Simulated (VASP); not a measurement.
# C (Fmmm) in VASP: further runs

C is run at these levels: PBE+D3(BJ); tasks: single point.

All numbers are computed with VASP 6.6.1; they aren't measurements. Logs are shortened: lines on timing, memory, paths and dates and some standing lists are left out, and cuts for length are marked.

### 1 The cell of the first run

Symmetry: Fmmm, No. 69, orthorhombic system. Conventional cell: a = 2.436 Å, b = 3.849 Å, c = 6.713 Å, α = 90.00°, β = 90.00°, γ = 90.00°. C (site symmetry m2m) has 3 C at 1.28 to 1.38 Å within 1.7 Å.

### 2 Single point, PBE+D3(BJ) (7.87 Å³/atom)

File INCAR:

```
PREC = Accurate
ENCUT = 520
EDIFF = 1E-6
ISMEAR = 0
SIGMA = 0.03
LREAL = False
LASPH = True
NELM = 100
ALGO = Normal
ISIF = 2
LWAVE = False
LCHARG = False
GGA = PE
IVDW = 12
NBANDS = 11
```

File KPOINTS:

```
Automatic mesh
0
Gamma
  18 18 18
```

File POSCAR:

```
C
1.0
    0.0000000000      1.9246959452      3.3564840026
    1.2177620541      0.0000000000      3.3564840026
    1.2177620541      1.9246959452      0.0000000000
C
2
Direct
    0.1666966007      0.8333033993      0.1666966007
    0.8333033993      0.1666966007      0.8333033993
```

Potentials or basis: VASP PAW PBE potentials, release 64 (C).

Run with:

```
> cat potpaw_PBE.64/C/POTCAR > POTCAR
> mpirun -np 1 vasp_std > vasp.out
```

OUTCAR:

```text
PREC = Accurate
   ENCUT = 520
   EDIFF = 1E-6
   ISMEAR = 0
   LREAL = False
   LASPH = True
   NELM = 100
   ISIF = 2
   GGA = PE
   IVDW = 12
 IVDW          = 12

 ion  position               nearest neighbor table
   1  0.167  0.833  0.167-   2 1.28   2 1.38   2 1.38
   2  0.833  0.167  0.833-   1 1.28   1 1.38   1 1.38

  LATTYP: Found a face centered orthorhombic cell.
 ALAT       =     2.4355241082
 B/A-ratio  =     1.5805189025
 C/A-ratio  =     2.7562724518

  Lattice vectors:

 A1 = (   0.0000000000,   1.9246959452,   3.3564840026)
 A2 = (   1.2177620541,   0.0000000000,   3.3564840026)
 A3 = (   1.2177620541,   1.9246959452,   0.0000000000)

Analysis of symmetry for initial positions (statically):
=====================================================================
 Subroutine PRICEL returns:
 Original cell was already a primitive cell.

 Routine SETGRP: Setting up the symmetry group for a
 face centered orthorhombic supercell.

 Subroutine GETGRP returns: Found  8 space group operations
 (whereof  8 operations were pure point group operations)
 out of a pool of  8 trial point group operations.

The static configuration has the point symmetry D_2h.

Analysis of symmetry for dynamics (positions and initial velocities):
=====================================================================
 Subroutine PRICEL returns:
 Original cell was already a primitive cell.

 Routine SETGRP: Setting up the symmetry group for a
 face centered orthorhombic supercell.

 Subroutine GETGRP returns: Found  8 space group operations
 (whereof  8 operations were pure point group operations)
 out of a pool of  8 trial point group operations.

The dynamic configuration has the point symmetry D_2h.

 Subroutine INISYM returns: Found  8 space group operations
 (whereof  8 operations are pure point group operations),
 and found     1 'primitive' translations

----------------------------------------------------------------------------------------

                                     Primitive cell

  volume of cell :      15.7340

  direct lattice vectors                    reciprocal lattice vectors
     0.000000000  1.924695945  3.356484003    -0.410589243  0.259781292  0.148965405
     1.217762054  0.000000000  3.356484003     0.410589243 -0.259781292  0.148965405
     1.217762054  1.924695945  0.000000000     0.410589243  0.259781292 -0.148965405

  length of vectors
     3.869165200  3.570564280  2.277586201     0.508193406  0.508193406  0.508193406

  position of ions in fractional coordinates (direct lattice)
     0.166696601  0.833303399  0.166696601
     0.833303399  0.166696601  0.833303399
[... 88 lines left out ...]
   NELECT =       8.0000    total number of electrons
   NUPDOWN=      -1.0000    fix difference up-down
   EMIN   =  10.00;   EMAX   =-10.00  energy-range for DOS
   EFERMI =   0.00;   METHOD = LEGACY
   ISMEAR =     0;   SIGMA  =   0.03  broadening in eV -4-tet -1-fermi 0-gaus
   EFERMI_NEDOS =   21; number of points for ismear=-14 and -15
   IALGO  =     38    algorithm
   IMIX   =      4    mixing-type and parameters
     AMIX     =   0.40;   BMIX     =  1.00
     AMIX_MAG =   1.60;   BMIX_MAG =  1.00
  volume/ion in A,a.u.               =       7.87        53.09
  Fermi-wavevector in a.u.,A,eV,Ry     =   1.306648  2.469206 23.229604  1.707328
  Thomas-Fermi vector in A             =   2.437435
   LORBIT       =      0    0 simple, 1 ext, 2 COOP (PROOUT), +10 PAW based schemes
   GGA     = PE    functional components
   LHFCALC =     F    Hartree Fock is set to
   AEXX    =    0.0000 exact exchange contribution
   IVDW    =    12    specifies the selected vdW correction
   LEPSILON=     F    determine dielectric tensor
   LRPA    =     F    only Hartree local field effects (RPA)
 non-spin polarized calculation
 Gauss-broadening in eV      SIGMA  =   0.03
  energy-cutoff  :      520.00
  volume of cell :       15.73
 maximum number of plane-waves:       436
 NGX is ok and might be reduce to    30
   NGX = 15   NGY = 13   NGZ =  9

 number of electron       7.9999999 magnetization

 Free energy of the ion-electron system (eV)
  ---------------------------------------------------
  ext. energy  EPLUGINS =         0.00000000
  ---------------------------------------------------
  free energy    TOTEN  =       -17.65265920 eV

  energy without entropy =      -17.65265828  energy(sigma->0) =      -17.65265874

 E-fermi :   5.8619     XC(G=0): -10.6661

 val. band max:        5.8140542514   @ k =   0.5000  -0.1111   0.3889
 cond. band min:       5.9097856804   @ k =   0.0000   0.3333   0.3333
 fundamental gap:      0.0957314289
 Fermi energy:         5.8618826210

 k-point     1 :       0.0000    0.0000    0.0000
  band No.  band energies     occupation
      1     -15.3242      2.00000
      2      -2.1158      2.00000
      3       2.7735      2.00000
      4       2.9945      2.00000
      5       9.3424      0.00000
      6      14.2154      0.00000
      7      15.9526      0.00000
      8      19.2796      0.00000
      9      23.4080      0.00000
     10      31.1544      0.00000
     11      31.6109      0.00000
[... 309 lines left out ...]
 k-point    24 :      -0.2222    0.0556    0.0000
  band No.  band energies     occupation
      1     -13.3827      2.00000
      2      -2.9923      2.00000
      3      -0.0215      2.00000
      4       0.6986      2.00000
      5      11.9518      0.00000
      6      12.8398      0.00000
      7      16.4118      0.00000
      8      21.3007      0.00000
      9      25.3106      0.00000
     10      26.0737      0.00000
     11      31.7154      0.00000

 [... further k-points ...]

------------------------ aborting loop because EDIFF is reached ----------------------------------------

 Edisp (eV)   -0.28389

 E8    (eV) :    -0.0804

  FORCE on cell =-STRESS in cart. coord.  units (eV):
  Direction    XX          YY          ZZ          XY          YZ          ZX
  --------------------------------------------------------------------------------------
  -------------------------------------------------------------------------------------
  Total       4.07376    15.40426     0.00074     0.00000     0.00000     0.00000
  in kB     414.82682  1568.59990     0.07553     0.00000     0.00000     0.00000
  external pressure =      661.17 kB  Pullay stress =        0.00 kB

 VOLUME and BASIS-vectors are now :
 -----------------------------------------------------------------------------
  energy-cutoff  :      520.00
  volume of cell :       15.73
      direct lattice vectors                 reciprocal lattice vectors
     0.000000000  1.924695945  3.356484003    -0.410589243  0.259781292  0.148965405
     1.217762054  0.000000000  3.356484003     0.410589243 -0.259781292  0.148965405
     1.217762054  1.924695945  0.000000000     0.410589243  0.259781292 -0.148965405

 POSITION                                       TOTAL-FORCE (eV/Angst)
 -----------------------------------------------------------------------------------
      1.21776      0.64168      3.35648         0.000000      2.975847      0.000000
      1.21776      3.20771      3.35648         0.000000     -2.975847      0.000000
 -----------------------------------------------------------------------------------
    total drift:                                0.000000      0.000000     -0.000000

  FREE ENERGIE OF THE ION-ELECTRON SYSTEM (eV)
  ---------------------------------------------------
  free  energy   TOTEN  =       -17.9365492468 eV

  energy  without entropy=      -17.9365483283  energy(sigma->0) =      -17.93654879
```

It took 2 min on 1 thread of AMD EPYC 7R13 (Zen 3), shared host; peak memory 0.21 GiB.

What came out:

* Free energy: -17.9365 eV
* Pressure: 66.1 GPa
* Largest force: 2.976 eV/Å
* Dispersion energy per atom: -0.142 eV

Forces in eV/Å, atoms in the order of the input:
```
C    0.000  2.976  0.000
C    0.000 -2.976  0.000
```

Stress tensor (GPa, compression positive):
```
 41.48   0.00   0.00
  0.00 156.86   0.00
  0.00   0.00   0.01
```

Caveat: the stress differs along the axes, from 0 to 157 GPa; forces of over 1 eV/Å act on the atoms, so gaps and moduli don't describe the material at rest.

### 3 Single point, PBE+D3(BJ) (7.87 Å³/atom)

File INCAR:

```
PREC = Accurate ; ENCUT = 520
EDIFF = 1E-7 ; ISMEAR = 0
SIGMA = 0.03 ; LREAL = F
LASPH = T ; NELM = 100
ALGO = Normal ; ISIF = 2
LWAVE = F ; LCHARG = T
GGA = PE ; IVDW = 12
LELF = T ; LVHAR = T
NBANDS = 11
```

File KPOINTS:

```
regular mesh
0
Gamma
  18 18 18
```

File POSCAR:

```
C
1.0
    0.0000000000      2.3089042213      3.0645216117
    1.1118355189      0.0000000000      3.0645216117
    1.1118355189      2.3089042213      0.0000000000
C
2
Direct
    0.1666966007      0.8333033993      0.1666966007
    0.8333033993      0.1666966007      0.8333033993
```

Potentials or basis: VASP PAW PBE potentials, release 64 (C).

Run with:

```
> cat potpaw_PBE.64/C/POTCAR > POTCAR
> mpirun -np 1 vasp_std > vasp.out
```

It took 1.9 min on 1 thread of AMD EPYC 7R13 (Zen 3), shared host; peak memory 0.21 GiB.

The run converged. Its results:

* Free energy: -17.7972 eV
* Pressure: 25.1 GPa
* Largest force: 1.615 eV/Å
* Dispersion energy per atom: -0.160 eV

Forces on the atoms (eV/Å):
```
C    0.000 -1.615  0.000
C    0.000  1.615  0.000
```

Stress tensor (GPa, compression positive):
```
131.90   0.00   0.00
  0.00 -64.42   0.00
  0.00   0.00   7.83
```

Caveat: the stress differs along the axes, from -64 to 132 GPa; forces of over 1 eV/Å act on the atoms, so gaps and moduli don't describe the material at rest.

### 4 Single point, PBE+D3(BJ) (7.87 Å³/atom)

File INCAR:

```
PREC     = Accurate       # precision mode
ENCUT    = 520            # plane-wave cutoff, eV
EDIFF    = 1E-7           # SCF threshold, eV
ISMEAR   = 0              # smearing method
SIGMA    = 0.03           # smearing width, eV
LREAL    = False          # projectors in reciprocal space
LASPH    = True           # aspherical terms in the spheres
NELM     = 80             # most SCF steps
ALGO     = Normal         # electronic algorithm
ISIF     = 2              # what is computed and relaxed
LWAVE    = False          # write WAVECAR
LCHARG   = True           # write CHGCAR
GGA      = PE             # functional
IVDW     = 12             # dispersion correction
LELF     = True           # ELF
LVHAR    = True         
NBANDS   = 11             # bands
```

File KPOINTS:

```
Automatic mesh
0
Gamma
  18 18 18
```

File POSCAR:

```
C
1.0
    0.0000000000      2.1080185819      3.2072176253
    1.1636068935      0.0000000000      3.2072176253
    1.1636068935      2.1080185819      0.0000000000
C
2
Direct
    0.1666966007      0.8333033993      0.1666966007
    0.8333033993      0.1666966007      0.8333033993
```

Run with:

```
> cat potpaw_PBE.64/C/POTCAR > POTCAR
> mpirun -np 1 vasp_std > vasp.out
```

Wall time 2.2 min (1 thread of AMD EPYC 7R13 (Zen 3), shared host); peak memory 0.22 GiB.

It converged, with:

```
Free energy                : -18.4692 eV
Pressure                   : 39.7 GPa
Largest force              : 0.888 eV/Å
Dispersion energy per atom : -0.159 eV
```

Forces on the atoms (eV/Å):
```
C    0.000 -0.888  0.000
C    0.000  0.888  0.000
```

Stress tensor (GPa, compression positive):
```
84.81  0.00  0.00
 0.00 31.54  0.00
 0.00  0.00  2.84
```

Caveat: the stress differs along the axes, from 3 to 85 GPa.

### 5 Summary

| cell | pressure (GPa) | largest force (eV/Å) |
| --- | --- | --- |
| a = 3.869, b = 3.571, c = 2.278 Å, angles 79.5, 65.1, 35.4°, 2 atoms | 66.1 | 2.98 |
| a = 3.837, b = 3.260, c = 2.563 Å, angles 81.5, 57.2, 41.3°, 2 atoms | 25.1 | 1.61 |
| a = 3.838, b = 3.412, c = 2.408 Å, angles 80.5, 61.3, 38.2°, 2 atoms | 39.7 | 0.89 |

Alike in all rows: task single point; level PBE+D3(BJ); potentials or basis VASP PAW PBE potentials, release 64 (C); no spin polarisation; k mesh 18 × 18 × 18; cutoff (eV) 520; smearing gaussian 0.03 eV.

Caveats: forces of over 1 eV/Å act on the atoms, so gaps and moduli don't describe the material at rest (at least some runs); the stress differs along the axes, from 0 to 157 GPa (at least some runs); the stress differs along the axes, from -64 to 132 GPa (at least some runs); the stress differs along the axes, from 3 to 85 GPa (at least some runs).

Absolute energies hang on the potentials; compare differences alone.
